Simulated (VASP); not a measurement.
Set up this calculation in VASP 6.6.1, as the native input.

| Item | Value |
| --- | --- |
| Task | single point |
| Functional | LDA |
| Potentials or basis | VASP PAW LDA potentials, release 64 (Al, Ru_pv) |
| Cutoff | 520 eV |
| k mesh | 11 × 11 × 11 |
| Occupations | gaussian, width 0.1 eV |
| Spin | non-collinear spin, zero start, spin-orbit coupling |
| Starting moments | [[0.0, 0.0, 0.0], [0.0, 0.0, 0.0]] μB |
| Dipole correction | no |
| Further INCAR settings | ALGO = Normal; EDIFF = 1e-06; NBANDS = 29 |

The structure of AlRu lies in POSCAR:

```
AlRu
1.0
    2.9916000000      0.0000000000      0.0000000000
    0.0000000000      2.9916000000      0.0000000000
    0.0000000000      0.0000000000      2.9916000000
Al Ru
1 1
Direct
    0.0000000000      0.0000000000      0.0000000000
    0.5000000000      0.5000000000      0.5000000000
```

One way to write it, as run:

INCAR

```
SYSTEM = AlRu
  PREC = Accurate
  ENCUT = 520
  EDIFF = 1E-6
  ISMEAR = 0
  SIGMA = 0.1
  LREAL = .FALSE.
  LASPH = .TRUE.
  NELM = 150
  ALGO = Normal
  ISIF = 2
  LWAVE = .FALSE.
  LCHARG = .TRUE.
  MAGMOM = 0 0 0 0 0 0
  LORBIT = 11
  LSORBIT = .TRUE.
  GGA_COMPAT = .FALSE.
  LORBMOM = .TRUE.
  LMAXMIX = 4
  LVHAR = .TRUE.
  NBANDS = 29
```

KPOINTS

```
regular mesh
0
G
  11 11 11
  0 0 0
```

Potentials or basis: VASP PAW LDA potentials, release 64 (Al, Ru_pv).

Run with:

```sh
$ cat potpaw_LDA.64/Al/POTCAR potpaw_LDA.64/Ru_pv/POTCAR > POTCAR
$ mpirun -np 1 vasp_ncl > vasp.out
```

It gave:

```yaml
Pressure: -7.5 GPa
Net_moment: 0.00 μB per cell
Valence_electrons_inside_the_program's_atomic_spheres: Al 0.82; Ru 12.80
```

Run time: 24 s on 1 thread of Intel(R) Xeon(R) 6975P-C (Granite Rapids), with other jobs on the host, peak memory 0.21 GiB.
